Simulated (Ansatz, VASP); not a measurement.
One calculation of TiSi2, two programs

```
CELL_PARAMETERS angstrom
1.76511 -6.75928 0.00000
1.76511 6.75928 0.00000
0.00000 0.00000 3.56517
ATOMIC_POSITIONS crystal
Ti 0.10312 0.89688 0.25000
Ti 0.89688 0.10312 0.75000
Si 0.75031 0.24969 0.25000
Si 0.24969 0.75031 0.75000
Si 0.44175 0.55825 0.25000
Si 0.55825 0.44175 0.75000
```

Alike in both runs: task single point; functional LDA; k mesh 8 × 8 × 8; occupations fermi-dirac, width 0.05 eV; no spin polarisation.

|  | VASP | Ansatz |
| --- | --- | --- |
| version | VASP 6.6.1 | Ansatz 0.2.0 |
| potentials or method | VASP PAW LDA potentials, release 64 (Ti_sv, Si) | Ansatz PAW |
| plane-wave cutoff (eV) | 520 | 420 |
| valence electrons in the cell | 40 | 40 |

VASP gave:

* gap on the k mesh at the Fermi level (eV): none
* pressure (GPa): -5.3
* traceless stress, the component that is largest in VASP (GPa): -0.26
* rms of the force components (eV/Å): 0.038

Which values does Ansatz return?

gap on the k mesh at the Fermi level (eV): none; pressure (GPa): -5.4; traceless stress, the component that is largest in VASP (GPa): -0.26; rms of the force components (eV/Å): 0.041.

LDA's correlation is that of Perdew and Zunger in VASP and of Perdew and Wang (1992) in Ansatz. Atom by atom the forces differ by 0.002 eV/Å (rms over components). A gap of «none» marks a metal or a gap that the smearing closes.
